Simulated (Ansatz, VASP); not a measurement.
# One calculation of Ga, two programs

File INCAR:

```
PREC = Accurate
ENCUT = 520
EDIFF = 1E-7
ISMEAR = -1
SIGMA = 0.05
LREAL = F
LASPH = T
NELM = 60
ALGO = Normal
ISIF = 2
LWAVE = F
LCHARG = T
GGA = PS
LELF = T
LVHAR = T
NBANDS = 20
```

Contents of KPOINTS:

```
Automatic mesh
0
Gamma
  8 8 7
```

File POSCAR:

```
Ga
1.0
    1.5080000000     -4.2276000000      0.0000000000
    1.5080000000      4.2276000000      0.0000000000
    0.0000000000      0.0000000000      3.1700000000
Ga
2
Direct
    0.1330000000      0.8670000000      0.7500000000
    0.8670000000      0.1330000000      0.2500000000
```

File input.yaml:

```yaml
crystal:
  lattice:
    - [1.508, -4.2276, 0.0]
    - [1.508, 4.2276, 0.0]
    - [0.0, 0.0, 3.17]
  atoms:
    - { symbol: Ga, position: [0.133, 0.867, 0.75] }
    - { symbol: Ga, position: [0.867, 0.133, 0.25] }
hamiltonian:
  xc: pbesol
  pseudopotentials: { kind: paw }
kpoints:
  mp_grid: { grid: [8, 8, 7] }
  band_path:
    path:
      - [[0.0, 0.0, 0.0], [0.2818093587, 0.2818093587, 0.0], [0.0, 0.5, 0.0], [0.0, 0.5, 0.5], [0.2818093587, 0.2818093587, 0.5], [0.0, 0.0, 0.5], [0.0, 0.0, 0.0], [-0.5, 0.5, 0.0], [-0.2818093587, 0.7181906413, 0.0], [-0.2818093587, 0.7181906413, 0.5], [-0.5, 0.5, 0.5], [-0.5, 0.5, 0.0]]
      - [[0.0, 0.0, 0.5], [-0.5, 0.5, 0.5]]
    npoints: 14
scf:
  occupations: { method: fermi_dirac, width: 0.05 }
  n_extra_bands: 6
output:
  forces: true
  stress: true
  eigenvalues: true
  fatbands: false
```

Alike in both runs: functional PBEsol; k mesh 8 × 8 × 7; occupations fermi-dirac, width 0.05 eV; no spin polarisation.

```csv
,VASP,Ansatz
version,VASP 6.6.1,Ansatz 0.2.0
potentials or method,"VASP PAW PBE potentials, release 64 (Ga_d)",Ansatz PAW
plane-wave cutoff (eV),520,420
valence electrons in the cell,26,26
task,single point,band structure
```

|  | VASP | Ansatz | Ansatz less VASP |
| --- | --- | --- | --- |
| gap on the k mesh at the Fermi level (eV) | none | none | - |
| pressure (GPa) | -5.0 | -5.1 | -0.04 |
| traceless stress, the component that is largest in VASP (GPa) | -1.03 | -1.03 | +0.003 |
| rms of the force components (eV/Å) | 0.124 | 0.124 | +0.0001 |

VASP's potentials were made for PBE, not for PBEsol. Atom by atom the forces differ by 0.000 eV/Å (rms over components). A gap of «none» marks a metal or a gap that the smearing closes. The functional is the same, so the differences come from potentials, cutoffs and numerics.
